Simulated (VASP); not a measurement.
Write the native input for VASP 6.6.1 that does the following.

| Item | Value |
| --- | --- |
| Task | single point |
| Functional | PBE |
| Potentials or basis | VASP PAW PBE potentials, release 64 (Zn, N, Sn_d) |
| Cutoff | 520 eV |
| k mesh | 6 × 6 × 4 |
| Occupations | fermi-dirac, width 0.02 eV |
| Spin | no spin polarisation |
| Dipole correction | no |
| Further INCAR settings | ALGO = Normal; EDIFF = 1e-06; NBANDS = 26 |

The structure of ZnSnN2 lies in POSCAR:

```
ZnSnN2
1.0
    3.4474655210      0.0000000000      0.0000000000
    0.0000000000      3.4474655210      0.0000000000
    0.0000000000      0.0000000000      4.8113933397
Zn N Sn
1 2 1
Direct
    0.0000000000      0.0000000000      0.0000000000
    0.0000000000      0.5000000000      0.2443005681
    0.5000000000      0.0000000000      0.7556994319
    0.5000000000      0.5000000000      0.5000000000
```

This cell differs from its parent crystal: volume changed by +3%.

The input as run:

INCAR

```
SYSTEM = ZnSnN2
  PREC = Accurate
  ENCUT = 520
  EDIFF = 1E-6
  ISMEAR = -1
  SIGMA = 0.02
  LREAL = .False.
  LASPH = .True.
  NELM = 60
  ALGO = Normal
  ISIF = 2
  LWAVE = .False.
  LCHARG = .False.
  GGA = PE
  NBANDS = 26
```

KPOINTS

```
Automatic mesh
0
Gamma
  6 6 4
  0 0 0
```

Potentials or basis: VASP PAW PBE potentials, release 64 (Zn, N, Sn_d).

Run with:

```console
$ cat potpaw_PBE.64/Zn/POTCAR potpaw_PBE.64/N/POTCAR potpaw_PBE.64/Sn_d/POTCAR > POTCAR
$ mpirun -np 1 vasp_std > vasp.out
```

It gave:

The pressure is -3.5 GPa. The largest force is 0.094 eV/Å and the band gap on the k mesh is zero (filled and empty bands touch).

Caveat: spin-orbit coupling is left out, which moves the levels of the heavy elements.

It took 24 s on 1 thread of Intel(R) Xeon(R) 6975P-C (Granite Rapids), on a shared host, peak memory 0.19 GiB.
